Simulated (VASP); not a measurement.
# Te2Mo in VASP: notebook

Te2Mo is run at these levels: PBE+D3(BJ); tasks: single point.

Program: VASP 6.6.1. These are calculated values, not measurements. Logs are shortened: lines on timing, memory, paths and dates and some standing lists are left out, and cuts for length are marked.

**1. The cell of the first run**

The cell holds a slab with vacuum, 6 atoms: a = 3.504 Å, b = 3.504 Å, c = 24.768 Å, α = 90.00°, β = 90.00°, γ = 120.00°.

**2. Single point, PBE+D3(BJ) (layers slid over each other)**

The input, INCAR:

```
SYSTEM = Te2Mo
PREC = Accurate
ENCUT = 520
EDIFF = 1E-6
ISMEAR = 0
SIGMA = 0.05
LREAL = .FALSE.
LASPH = .TRUE.
NELM = 80
ALGO = Normal
ISIF = 2
LWAVE = .FALSE.
LCHARG = .FALSE.
LDIPOL = .TRUE.
IDIPOL = 3
DIPOL = 0.5 0.5 0.398
GGA = PE
IVDW = 12
NBANDS = 35
```

The input, KPOINTS:

```
regular mesh
0
G
  9 9 1
  0 0 0
```

The input, POSCAR:

```
Te2Mo
1.0
    3.5038817216      0.0000000000      0.0000000000
   -1.7519408608      3.0344505828      0.0000000000
    0.0000000000      0.0000000000     24.7677194079
Te Mo
4 2
Direct
    0.3333333333      0.6666666667      0.1816881048
    0.3333333333      0.6666666667      0.3284056788
    0.3333333333      1.1666666667      0.4668923898
    0.3333333333      1.1666666667      0.6136099637
    0.6666666667      0.3333333333      0.2550468918
    0.0000000000      1.5000000000      0.5402511768
```

Potentials or basis: VASP PAW PBE potentials, release 64 (Te, Mo_sv).

Run with:

```
$ cat potpaw_PBE.64/Te/POTCAR potpaw_PBE.64/Mo_sv/POTCAR > POTCAR
$ mpirun -np 1 vasp_std > vasp.out
```

OUTCAR:

```text
SYSTEM = Te2Mo
   PREC = Accurate
   ENCUT = 520
   EDIFF = 1E-6
   ISMEAR = 0
   LREAL = .FALSE.
   LASPH = .TRUE.
   NELM = 80
   ISIF = 2
   GGA = PE
   IVDW = 12
 IVDW          = 12

 ion  position               nearest neighbor table
   1  0.333  0.667  0.182-   5 2.72   5 2.72   5 2.72   2 3.63
   2  0.333  0.667  0.328-   5 2.72   5 2.72   5 2.72   1 3.63
   3  0.333  0.167  0.467-   6 2.72   6 2.72   6 2.72   4 3.63
   4  0.333  0.167  0.614-   6 2.72   6 2.72   6 2.72   3 3.63
   5  0.667  0.333  0.255-   1 2.72   2 2.72   1 2.72   2 2.72   1 2.72   2 2.72
   6  0.000  0.500  0.540-   4 2.72   4 2.72   4 2.72   3 2.72   3 2.72   3 2.72

  LATTYP: Found a hexagonal cell.
 ALAT       =     3.5038817216
 C/A-ratio  =     7.0686516771

  Lattice vectors:

 A1 = (   3.5038817216,   0.0000000000,   0.0000000000)
 A2 = (  -1.7519408608,   3.0344505828,   0.0000000000)
 A3 = (   0.0000000000,   0.0000000000,  24.7677194079)

Analysis of symmetry for initial positions (statically):
=====================================================================
 Subroutine PRICEL returns:
 Original cell was already a primitive cell.

 Routine SETGRP: Setting up the symmetry group for a
 hexagonal supercell.

 Subroutine GETGRP returns: Found  4 space group operations
 (whereof  2 operations were pure point group operations)
 out of a pool of 24 trial point group operations.

The static configuration has the point symmetry C_1h.
 The point group associated with its full space group is C_2h.

Analysis of symmetry for dynamics (positions and initial velocities):
=====================================================================
 Subroutine PRICEL returns:
 Original cell was already a primitive cell.

 Routine SETGRP: Setting up the symmetry group for a
 hexagonal supercell.

 Subroutine GETGRP returns: Found  4 space group operations
 (whereof  2 operations were pure point group operations)
 out of a pool of 24 trial point group operations.

The dynamic configuration has the point symmetry C_1h.
 The point group associated with its full space group is C_2h.

 Subroutine INISYM returns: Found  4 space group operations
 (whereof  2 operations are pure point group operations),
 and found     1 'primitive' translations

----------------------------------------------------------------------------------------

                                     Primitive cell

  volume of cell :     263.3392

  direct lattice vectors                    reciprocal lattice vectors
     3.503881722  0.000000000  0.000000000     0.285397762  0.164774474  0.000000000
    -1.751940861  3.034450583  0.000000000     0.000000000  0.329548949  0.000000000
     0.000000000  0.000000000 24.767719408     0.000000000  0.000000000  0.040375134

  length of vectors
     3.503881722  3.503881722 24.767719408     0.329548949  0.329548949  0.040375134

  position of ions in fractional coordinates (direct lattice)
     0.333333333  0.666666667  0.181688105
     0.333333333  0.666666667  0.328405679
     0.333333333  0.166666667  0.466892390
     0.333333333  0.166666667  0.613609964
     0.666666667  0.333333333  0.255046892
     0.000000000  0.500000000  0.540251177

  ion indices of the primitive-cell ions
   primitive index   ion index
                 1           1
                 2           2
                 3           3
                 4           4
                 5           5
                 6           6

----------------------------------------------------------------------------------------

 KPOINTS: regular mesh

Automatic generation of k-mesh.
 Grid dimensions read from file:
 generate k-points for:    9    9    1

 Generating k-lattice:

  Cartesian coordinates                     Fractional coordinates (reciprocal lattice)
     0.031710862  0.018308275  0.000000000     0.111111111  0.000000000  0.000000000
     0.000000000  0.036616550  0.000000000     0.000000000  0.111111111  0.000000000
     0.000000000  0.000000000  0.040375134     0.000000000  0.000000000  1.000000000

  Length of vectors
     0.036616550  0.036616550  0.040375134

  Shift w.r.t. Gamma in fractional coordinates (k-lattice)
     0.000000000  0.000000000  0.000000000

 Subroutine IBZKPT returns following result:
 ===========================================

 Found     25 irreducible k-points:

 Following reciprocal coordinates:
            Coordinates               Weight
  0.000000  0.000000  0.000000      1.000000
  0.111111  0.000000  0.000000      2.000000
  0.000000  0.111111  0.000000      4.000000
  0.222222  0.000000  0.000000      2.000000
  0.000000  0.222222  0.000000      4.000000
  0.333333  0.000000  0.000000      2.000000
[... 16 lines left out ...]
 -0.222222 -0.444444  0.000000      4.000000
  0.444444  0.333333  0.000000      4.000000
   k-points           NKPTS =     25   k-points in BZ     NKDIM =     25   number of bands    NBANDS=     35
   number of dos      NEDOS =    301   number of ions     NIONS =      6
   total plane-waves  NPLWV = 150528
   dimension x,y,z NGX =    28 NGY =   28 NGZ =  192
   dimension x,y,z NGXF=    56 NGYF=   56 NGZF=  384
   ions per type =               4   2
   NGX,Y,Z   is equivalent  to a cutoff of  13.28, 13.28, 12.89 a.u.
   NGXF,Y,Z  is equivalent  to a cutoff of  26.57, 26.57, 25.77 a.u.
 SYSTEM =  Te2Mo
   PREC   = accura    normal or accurate (medium, high low for compatibility)
   ISTART =      0    job   : 0-new  1-cont  2-samecut
   ICHARG =      2    charge: 1-file 2-atom 10-const
   ISPIN  =      1    spin polarized calculation?
   LNONCOLLINEAR =      F non collinear calculations
   LSORBIT =      F    spin-orbit coupling
   LASPH  =      T    aspherical Exc in radial PAW
   ENCUT  =  520.0 eV  38.22 Ry    6.18 a.u.   6.51  6.51 46.05*2*pi/ulx,y,z
   NELM   =     80;   NELMIN=  2; NELMDL= -5     # of ELM steps
   EDIFF  = 0.1E-05   stopping-criterion for ELM
   LREAL  =      F    real-space projection
   EDIFFG = 0.1E-04   stopping-criterion for IOM
   NSW    =      0    number of steps for IOM
   IBRION =     -1    ionic relax: 0-MD 1-quasi-New 2-CG
   NFREE  =      0    steps in history (QN), initial steepest desc. (CG)
   ISIF   =      2    stress and relaxation
   ISYM   =      2    0-nonsym 1-usesym 2-fastsym
   POTIM  = 0.5000    time-step for ionic-motion
   TEBEG  =    0.0;   TEEND  =   0.0 temperature during run
   PSTRESS=    0.0 pullay stress
   NELECT =      52.0000    total number of electrons
   NUPDOWN=      -1.0000    fix difference up-down
   EMIN   =  10.00;   EMAX   =-10.00  energy-range for DOS
   EFERMI =   0.00;   METHOD = LEGACY
   ISMEAR =     0;   SIGMA  =   0.05  broadening in eV -4-tet -1-fermi 0-gaus
   EFERMI_NEDOS =   21; number of points for ismear=-14 and -15
   IALGO  =     38    algorithm
   IMIX   =      4    mixing-type and parameters
     AMIX     =   0.40;   BMIX     =  1.00
     AMIX_MAG =   1.60;   BMIX_MAG =  1.00
  volume/ion in A,a.u.               =      43.89       296.18
  Fermi-wavevector in a.u.,A,eV,Ry     =   0.953317  1.801508 12.365161  0.908814
  Thomas-Fermi vector in A             =   2.081961
   LORBIT       =      0    0 simple, 1 ext, 2 COOP (PROOUT), +10 PAW based schemes
   GGA     = PE    functional components
   LHFCALC =     F    Hartree Fock is set to
   AEXX    =    0.0000 exact exchange contribution
   IVDW    =    12    specifies the selected vdW correction
   LEPSILON=     F    determine dielectric tensor
   LRPA    =     F    only Hartree local field effects (RPA)
 non-spin polarized calculation
 Gauss-broadening in eV      SIGMA  =   0.05
  energy-cutoff  :      520.00
  volume of cell :      263.34
 maximum number of plane-waves:      7173
 NGX is ok and might be reduce to    28
   NGX = 13   NGY = 13   NGZ = 93

 dipolmoment           0.000000      0.000000      0.000004 electrons x Angstroem

 number of electron      51.9999999 magnetization

 dipolmoment           0.000000      0.000000     -0.000001 electrons x Angstroem

 Free energy of the ion-electron system (eV)
  ---------------------------------------------------
  ext. energy  EPLUGINS =         0.00000000
  ---------------------------------------------------
  free energy    TOTEN  =       -35.95859373 eV

  energy without entropy =      -35.95859373  energy(sigma->0) =      -35.95859373

 E-fermi :   2.8031     XC(G=0):  -6.3847

 val. band max:        2.5005459257   @ k =   0.3333   0.3333   0.0000
 cond. band min:       3.5717710643   @ k =   0.2222   0.2222   0.0000
 fundamental gap:      1.0712251385
 Fermi energy:         2.8031315755

 k-point     1 :       0.0000    0.0000    0.0000
  band No.  band energies     occupation
      1     -58.1832      2.00000
      2     -58.1832      2.00000
      3     -32.3605      2.00000
      4     -32.3605      2.00000
      5     -32.2165      2.00000
      6     -32.2165      2.00000
[... 27 lines left out ...]
     34       6.0516      0.00000
     35       6.6668      0.00000

 k-point     2 :       0.1111    0.0000    0.0000
  band No.  band energies     occupation
      1     -58.1820      2.00000
      2     -58.1820      2.00000
      3     -32.3570      2.00000
      4     -32.3570      2.00000
      5     -32.2323      2.00000
      6     -32.2323      2.00000
[... 27 lines left out ...]
     34       5.9064      0.00000
     35       6.9036      0.00000

 k-point     3 :       0.0000    0.1111    0.0000
  band No.  band energies     occupation
      1     -58.1820      2.00000
      2     -58.1820      2.00000
      3     -32.3570      2.00000
      4     -32.3570      2.00000
      5     -32.2324      2.00000
      6     -32.2324      2.00000
[... 27 lines left out ...]
     34       5.7916      0.00000
     35       6.9080      0.00000

 k-point     4 :       0.2222    0.0000    0.0000
  band No.  band energies     occupation
      1     -58.1789      2.00000
      2     -58.1789      2.00000
      3     -32.3482      2.00000
      4     -32.3482      2.00000
      5     -32.2724      2.00000
      6     -32.2724      2.00000
[... 27 lines left out ...]
     34       6.1254      0.00000
     35       7.4485      0.00000

 k-point     5 :       0.0000    0.2222    0.0000
  band No.  band energies     occupation
      1     -58.1789      2.00000
      2     -58.1789      2.00000
      3     -32.3482      2.00000
      4     -32.3482      2.00000
      5     -32.2725      2.00000
      6     -32.2725      2.00000
[... 638 lines left out ...]
 k-point    22 :       0.3333    0.2222    0.0000
  band No.  band energies     occupation
      1     -58.1722      2.00000
      2     -58.1722      2.00000
      3     -32.3324      2.00000
      4     -32.3324      2.00000
      5     -32.3274      2.00000
      6     -32.3274      2.00000
[... 27 lines left out ...]
     34       6.5929      0.00000
     35       6.8653      0.00000

 k-point    23 :      -0.2222   -0.4444    0.0000
  band No.  band energies     occupation
      1     -58.1722      2.00000
      2     -58.1722      2.00000
      3     -32.3315      2.00000
      4     -32.3315      2.00000
      5     -32.3285      2.00000
      6     -32.3285      2.00000
[... 27 lines left out ...]
     34       6.3945      0.00000
     35       7.2457      0.00000

 k-point    24 :       0.4444    0.3333    0.0000
  band No.  band energies     occupation
      1     -58.1722      2.00000
      2     -58.1722      2.00000
      3     -32.3319      2.00000
      4     -32.3319      2.00000
      5     -32.3280      2.00000
      6     -32.3280      2.00000
[... 27 lines left out ...]
     34       6.5045      0.00000
     35       7.2065      0.00000

 [... further k-points ...]

------------------------ aborting loop because EDIFF is reached ----------------------------------------

 vacuum level on the upper side and lower side of the slab       (xc-potential included)        -0.130        -0.131

 Edisp (eV)   -2.79963

 E8    (eV) :    -1.3245

  FORCE on cell =-STRESS in cart. coord.  units (eV):
  Direction    XX          YY          ZZ          XY          YZ          ZX
  --------------------------------------------------------------------------------------
  -------------------------------------------------------------------------------------
  Total      -0.17742    -0.03491    -0.10335    -0.12342     0.09398     0.16277
  in kB      -1.07941    -0.21238    -0.62879    -0.75087     0.57176     0.99032
  external pressure =       -0.64 kB  Pullay stress =        0.00 kB

 VOLUME and BASIS-vectors are now :
 -----------------------------------------------------------------------------
  energy-cutoff  :      520.00
  volume of cell :      263.34
      direct lattice vectors                 reciprocal lattice vectors
     3.503881722  0.000000000  0.000000000     0.285397762  0.164774474  0.000000000
    -1.751940861  3.034450583  0.000000000     0.000000000  0.329548949  0.000000000
     0.000000000  0.000000000 24.767719408     0.000000000  0.000000000  0.040375134

 POSITION                                       TOTAL-FORCE (eV/Angst)
 -----------------------------------------------------------------------------------
     -0.00000      2.02297      4.50000         0.006575      0.003796     -0.000406
     -0.00000      2.02297      8.13386        -0.018628     -0.010755     -0.004414
      0.87597      0.50574     11.56386         0.018628      0.010755      0.004414
      0.87597      0.50574     15.19772        -0.006575     -0.003796      0.000406
      1.75194      1.01148      6.31693        -0.024136     -0.013935      0.009370
     -0.87597      1.51723     13.38079         0.024136      0.013935     -0.009370
 -----------------------------------------------------------------------------------
    total drift:                               -0.000000      0.000000     -0.000023

  FREE ENERGIE OF THE ION-ELECTRON SYSTEM (eV)
  ---------------------------------------------------
  free  energy   TOTEN  =       -38.7582219505 eV

  energy  without entropy=      -38.7582219505  energy(sigma->0) =      -38.75822195

 vacuum level on the upper side and lower side of the slab         7.203         7.203
```

Wall time 9.3 min (1 thread of Intel Xeon 6975P-C (Granite Rapids), shared host); peak memory 0.48 GiB.

What came out:

| Quantity | Value |
| --- | --- |
| Free energy | -38.7582 eV |
| Largest force | 0.029 eV/Å |
| Band gap on the k mesh | 1.07 eV (least direct gap 1.14 eV) |
| Dispersion energy per atom | -0.467 eV |

Forces on the atoms (eV/Å):
```
Te   0.007  0.004  0.000
Te  -0.019 -0.011 -0.004
Te   0.019  0.011  0.004
Te  -0.007 -0.004  0.000
Mo  -0.024 -0.014  0.009
Mo   0.024  0.014 -0.009
```

Caveat: the cell differs from its parent crystal (layers slid over each other); spin-orbit coupling is left out, which moves the levels of the heavy elements.

**3. Single point, PBE+D3(BJ) (layers slid over each other)**

The input, INCAR:

```
ALGO = Normal
DIPOL = 0.5 0.5 0.398
EDIFF = 1E-6
ENCUT = 520
GGA = PE
IDIPOL = 3
ISIF = 2
ISMEAR = 0
IVDW = 12
LASPH = T
LCHARG = F
LDIPOL = T
LREAL = F
LWAVE = F
NBANDS = 35
NELM = 100
PREC = Accurate
SIGMA = 0.05
```

The input, KPOINTS:

```
k-points
0
Gamma
  9 9 1
```

The input, POSCAR:

```
Te2Mo
1.0
    3.5038817216      0.0000000000      0.0000000000
   -1.7519408608      3.0344505828      0.0000000000
    0.0000000000      0.0000000000     24.7677194079
Te Mo
4 2
Direct
    0.3333333333      0.6666666667      0.1816881048
    0.3333333333      0.6666666667      0.3284056788
    0.5000000000      1.0000000000      0.4668923898
    0.5000000000      1.0000000000      0.6136099637
    0.6666666667      0.3333333333      0.2550468918
    0.1666666667      1.3333333333      0.5402511768
```

Potentials or basis: VASP PAW PBE potentials, release 64 (Te, Mo_sv).

Run with:

```
$ cat potpaw_PBE.64/Te/POTCAR potpaw_PBE.64/Mo_sv/POTCAR > POTCAR
$ mpirun -np 1 vasp_std > vasp.out
```

Run time: 9.1 min. Hardware: 1 thread of Intel Xeon 6975P-C (Granite Rapids), shared host; peak memory 0.48 GiB.

It converged, with:

| Quantity | Value |
| --- | --- |
| Free energy | -38.6947 eV |
| Largest force | 0.200 eV/Å |
| Band gap on the k mesh | 1.05 eV (least direct gap 1.15 eV) |
| Dispersion energy per atom | -0.467 eV |

Forces in eV/Å, atoms in the order of the input:
```
Te   0.000  0.008  0.006
Te   0.000 -0.141 -0.142
Te   0.000  0.141  0.142
Te   0.000 -0.008 -0.006
Mo   0.000 -0.067 -0.034
Mo   0.000  0.067  0.034
```

Levels at points of the mesh, in eV from the valence-band top:
| k point | band 23 | band 24 | band 25 | band 26 | band 27 | band 28 | band 29 | band 30 |
| --- | --- | --- | --- | --- | --- | --- | --- | --- |
| (0.00, 0.00, 0.00) | -0.86 | -0.85 | -0.75 | 0.00 | 3.08 | 3.13 | 3.17 | 3.21 |

Caveat: the cell differs from its parent crystal (layers slid over each other); spin-orbit coupling is left out, which moves the levels of the heavy elements.

**4. Single point, PBE+D3(BJ) (layers slid over each other)**

The input, INCAR:

```
SYSTEM = Te2Mo
PREC     = Accurate       ! precision mode
ENCUT    = 520            ! plane-wave cutoff, eV
EDIFF    = 1E-7           ! SCF threshold, eV
ISMEAR   = 0              ! smearing method
SIGMA    = 0.05           ! smearing width, eV
LREAL    = .FALSE.        ! projectors in reciprocal space
LASPH    = .TRUE.         ! aspherical terms in the spheres
NELM     = 60             ! most SCF steps
ALGO     = Normal         ! electronic algorithm
ISIF     = 2              ! what is computed and relaxed
LWAVE    = .FALSE.        ! write WAVECAR
LCHARG   = .FALSE.        ! write CHGCAR
LDIPOL   = .TRUE.       
IDIPOL   = 3            
DIPOL    = 0.5 0.5 0.398
GGA      = PE             ! functional
IVDW     = 12             ! dispersion correction
NBANDS   = 35             ! bands
```

The input, KPOINTS:

```
Automatic mesh
0
G
  9 9 1
  0 0 0
```

The input, POSCAR:

```
Te2Mo
1.0
    3.5038817216      0.0000000000      0.0000000000
   -1.7519408608      3.0344505828      0.0000000000
    0.0000000000      0.0000000000     24.7677194079
Te Mo
4 2
Direct
    0.3333333333      0.6666666667      0.1816881048
    0.3333333333      0.6666666667      0.3284056788
    0.6666666667      0.8333333333      0.4668923898
    0.6666666667      0.8333333333      0.6136099637
    0.6666666667      0.3333333333      0.2550468918
    0.3333333333      1.1666666667      0.5402511768
```

Run with:

```
$ cat potpaw_PBE.64/Te/POTCAR potpaw_PBE.64/Mo_sv/POTCAR > POTCAR
$ mpirun -np 1 vasp_std > vasp.out
```

Wall time 4.7 min (1 thread of Intel Xeon 6975P-C (Granite Rapids), shared host); peak memory 0.47 GiB.

The run converged. Its results:

```
Free energy                : -38.6751 eV
Largest force              : 0.224 eV/Å
Band gap on the k mesh     : 1.04 eV (least direct gap 1.16 eV)
Dispersion energy per atom : -0.467 eV
```

Forces in eV/Å, atoms in the order of the input:
```
Te  -0.001  0.000  0.000
Te  -0.105 -0.061 -0.189
Te   0.105  0.061  0.189
Te   0.001  0.000  0.000
Mo  -0.032 -0.018 -0.023
Mo   0.032  0.018  0.023
```

Levels at points of the mesh, in eV from the valence-band top:
```csv
k point,band 23,band 24,band 25,band 26,band 27,band 28,band 29,band 30
"(0.00, 0.00, 0.00)",-0.88,-0.87,-0.78,-0.02,3.08,3.11,3.14,3.16
```

Caveat: the cell differs from its parent crystal (layers slid over each other); spin-orbit coupling is left out, which moves the levels of the heavy elements.

**5. The runs side by side**

```tsv
cell	gap on the mesh (eV)	largest force (eV/Å)
as given, atomic positions A	1.07	0.03
as given, atomic positions B	1.05	0.20
as given, atomic positions C	1.04	0.22
```

Alike in all rows: task single point; level PBE+D3(BJ); potentials or basis VASP PAW PBE potentials, release 64 (Te, Mo_sv); no spin polarisation; k mesh 9 × 9 × 1; cutoff (eV) 520; smearing gaussian 0.05 eV.

Caveats: spin-orbit coupling is left out, which moves the levels of the heavy elements.

Total energies depend on the potentials used, so only differences within one code and one set of settings carry meaning.
